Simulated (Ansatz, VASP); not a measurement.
Two plane-wave programs on H6Pb

```
CELL_PARAMETERS angstrom
0.00000 3.10133 3.10133
3.10133 0.00000 3.10133
3.10133 3.10133 0.00000
ATOMIC_POSITIONS crystal
H 0.50000 0.50000 0.00000
H 0.50000 0.00000 0.50000
H 0.00000 0.00000 0.50000
H 0.00000 0.50000 0.00000
H 0.00000 0.50000 0.50000
H 0.50000 0.00000 0.00000
Pb 0.00000 0.00000 0.00000
```

Change from the starting cell: species swapped into the Zn6Mo type (Fm-3m, No. 225).

Alike in both runs: functional PBE; k mesh 4 × 4 × 4; occupations gaussian, width 0.1 eV; no spin polarisation.

Ansatz relaxed the structure, and its values are those at the end. VASP's run is a single point on that final structure, the one shown.

|  | VASP | Ansatz |
| --- | --- | --- |
| version | VASP 6.6.1 | Ansatz 0.2.0 |
| potentials or method | VASP PAW PBE potentials, release 64 (H, Pb_d), cutoff 520 eV | scalar-relativistic, plane waves, PAW |
| valence electrons in the cell | 20 | 20 |

Ansatz gave:

| Item | Value |
| --- | --- |
| gap on the k mesh at the Fermi level (eV) | none |
| pressure (GPa) | 0.0 |

Question: What did VASP give for the same quantities?

Answer: gap on the k mesh at the Fermi level (eV): none; pressure (GPa): -0.1.

A gap of «none» marks a metal or a gap that the smearing closes. With one functional, cell and mesh, what is left measures potentials, basis and numerics.

The k mesh is coarse, so the values compare programs but aren't converged. Spin-orbit coupling is off throughout.
